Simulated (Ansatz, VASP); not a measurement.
## One calculation of H, two programs

```
H
1.0
    10.00000    0.00000    0.00000
     0.00000   10.30000    0.00000
     0.00000    0.00000   10.60000
H
2
Direct
  0.50000 0.48544 0.43820
  0.50000 0.48544 0.50520
```

Alike in both runs: task single point; functional PBE; k mesh 1 × 1 × 1; occupations gaussian, width 0.01 eV; no spin polarisation.

|  | VASP | Ansatz |
| --- | --- | --- |
| version | VASP 6.6.1 | Ansatz 0.2.0 |
| potentials or method | VASP PAW PBE potentials, release 64 (H) | scalar-relativistic, plane waves, PAW |
| plane-wave cutoff (eV) | 520 | 420 |
| valence electrons in the cell | 2 | 2 |

Ansatz gave:

* gap on the k mesh at the Fermi level (eV): 10.35
* rms of the force components (eV/Å): 0.909

Task: Which values does VASP return?

Result: gap on the k mesh at the Fermi level (eV): 10.35; rms of the force components (eV/Å): 0.901.

Atom by atom the forces differ by 0.008 eV/Å (rms over components).
